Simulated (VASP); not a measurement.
A run of VASP 6.6.1 is set up as follows.

Contents of INCAR:

```
  PREC = Accurate
  ENCUT = 520
  EDIFF = 1E-6
  ISMEAR = 0
  SIGMA = 0.05
  LREAL = F
  LASPH = T
  NELM = 100
  ALGO = Normal
  ISIF = 2
  LWAVE = F
  LCHARG = F
  GGA = PE
  IVDW = 12
  NELECT = 96.0
  NBANDS = 60
```

Contents of KPOINTS:

```
Automatic mesh
0
Gamma
  6 6 4
```

Contents of POSCAR:

```
Te7Mo4
1.0
    3.4951625504     -6.0537991181      0.0000000000
   -6.9903251009      0.0000000000      0.0000000000
    0.0000000000      0.0000000000     -7.6242845190
Te Mo
7 4
Direct
    0.4552127095      0.4104254190      0.2385784197
    0.1666666667      0.8333333333      0.2385784197
    0.6666666667      0.8333333333      0.2385784197
    0.1666666667      0.3333333333      0.7614215803
    0.6666666667      0.3333333333      0.7614215803
    0.1666666667      0.8333333333      0.7614215803
    0.6666666667      0.8333333333      0.7614215803
    0.0000000000      0.5000000000      0.0000000000
    0.5000000000      0.5000000000      0.0000000000
    0.0000000000      0.0000000000      0.0000000000
    0.5000000000      0.0000000000      0.0000000000
```

Potentials or basis: VASP PAW PBE potentials, release 64 (Te, Mo_sv).

Command:

```bash
$ cat potpaw_PBE.64/Te/POTCAR potpaw_PBE.64/Mo_sv/POTCAR > POTCAR
$ mpirun -np 1 vasp_std > vasp.out
```

What does it give for the largest force?

35.761 eV/Å.

Estimate the dispersion energy per atom.

-0.469 eV.

Forces on the atoms (eV/Å):
```
Te   12.282   7.091 -32.828
Te    0.300   0.173  -0.472
Te   -3.995  -2.306  -0.448
Te   -0.160   0.237   0.082
Te    0.125  -0.257   0.082
Te    0.272   0.157  -0.069
Te   -0.343  -0.198   0.601
Mo    0.323   0.186   0.286
Mo   -8.188  -4.727  32.238
Mo   -0.165  -0.425   0.264
Mo   -0.450   0.069   0.264
```

Caveat: the cell carries a net charge on a neutralising background, which shifts energy and pressure; the cell differs from its parent crystal (atoms taken out, atom 1 moved 0.500 of the way to it and -0.467 Å across, host rigid); atoms lie so close that the PAW spheres overlap strongly, which falsifies energies and pressures.
